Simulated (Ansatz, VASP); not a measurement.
# Ti3Al: VASP beside Ansatz

```xyz
4
Lattice="0.0000 3.2306 3.2306 3.2306 0.0000 3.2306 3.2306 3.2306 0.0000" Properties=species:S:1:pos:R:3 pbc="T T T"
Ti    4.8459    4.8459    4.8459
Ti    1.6153    1.6153    1.6153
Ti    0.0000    0.0000    0.0000
Al    3.2306    3.2306    3.2306
```

Alike in both runs: functional PBE; k mesh 12 × 12 × 12; occupations gaussian, width 0.1 eV; collinear spin.

Ansatz relaxed the structure, and its values are those at the end. VASP's run is a single point on that final structure, the one shown.

|  | VASP | Ansatz |
| --- | --- | --- |
| version | VASP 6.6.1 | Ansatz 0.2.0 |
| potentials or method | VASP PAW PBE potentials, release 64 (Ti_sv, Al), cutoff 520 eV | scalar-relativistic, plane waves, PAW |
| valence electrons in the cell | 39 | 39 |

|  | VASP | Ansatz | Ansatz less VASP |
| --- | --- | --- | --- |
| gap on the k mesh at the Fermi level (eV) | none | none | - |
| pressure (GPa) | -0.1 | 0.0 | +0.13 |
| net moment per atom (μB) | 0.49 | 0.49 | +0.001 |
| size of the moment on the site where the two differ most (μB) | 1.02 | 1.03 | +0.014 |

Site moments also hang on the region over which each program counts them. A gap of «none» marks a metal or a gap that the smearing closes.
